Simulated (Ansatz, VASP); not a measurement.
BN: VASP beside Ansatz

```
B N
1.0
     2.50098    0.00000    0.00000
    -1.25049    2.16591   -0.06498
     0.00000   -0.20622    6.87416
B N
2 2
Direct
  0.33333 0.66667 0.25000
  0.66667 0.33333 0.75000
  0.33333 0.66667 0.75000
  0.66667 0.33333 0.25000
```

Change from the starting cell: strain -0.0600 x Voigt [0, 0, 0, 1, 0, 0], atoms carried along.

Alike in both runs: task single point; functional r2SCAN; k mesh 12 × 12 × 4; occupations gaussian, width 0.05 eV; no spin polarisation.

```csv
,VASP,Ansatz
version,VASP 6.6.1,Ansatz 0.2.0
potentials or method,"VASP PAW PBE potentials, release 64 (B, N), cutoff 520 eV","scalar-relativistic, plane waves, PAW"
valence electrons in the cell,16,16
```

Ansatz gave:

```
gap on the k mesh at the Fermi level (eV)                     : 4.81
least direct gap on the mesh (eV)                             : 5.06
pressure (GPa)                                                : -0.2
traceless stress, the component that is largest in VASP (GPa) : 0.28
```

**Question.** Which values does VASP return?

**Answer.** gap on the k mesh at the Fermi level (eV): 4.85; least direct gap on the mesh (eV): 5.12; pressure (GPa): 0.2; traceless stress, the component that is largest in VASP (GPa): -0.38.

VASP's potentials were made for PBE, not for r2SCAN. With one functional, cell and mesh, what is left measures potentials, basis and numerics.
